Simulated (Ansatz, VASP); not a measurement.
# Y3Ir: VASP beside Ansatz

```
Y Ir
1.0
     4.61774    0.00000    0.00000
     0.00000    4.61774    0.00000
     0.00000    0.00000    4.61774
Y Ir
3 1
Direct
  0.00000 0.50000 0.50000
  0.50000 0.00000 0.50000
  0.50000 0.50000 0.00000
  0.00000 0.00000 0.00000
```

Alike in both runs: functional PBE; k mesh 10 × 10 × 10; occupations gaussian, width 0.1 eV; no spin polarisation.

Ansatz relaxed the structure, and its values are those at the end. VASP's run is a single point on that final structure, the one shown.

|  | VASP | Ansatz |
| --- | --- | --- |
| version | VASP 6.6.1 | Ansatz 0.2.0 |
| potentials or method | VASP PAW PBE potentials, release 64 (Y_sv, Ir), cutoff 520 eV | scalar-relativistic, plane waves, PAW |
| valence electrons in the cell | 42 | 50 |

VASP gave:

* gap on the k mesh at the Fermi level (eV): none
* pressure (GPa): -0.2

Task: Estimate Ansatz's values.

Result: gap on the k mesh at the Fermi level (eV): none; pressure (GPa): 0.0.

A gap of «none» marks a metal or a gap that the smearing closes. VASP's potentials hold 42 valence electrons a cell and Ansatz's 50, so a difference there can come from the potentials and not from the codes.

Neither program's run includes spin-orbit coupling.
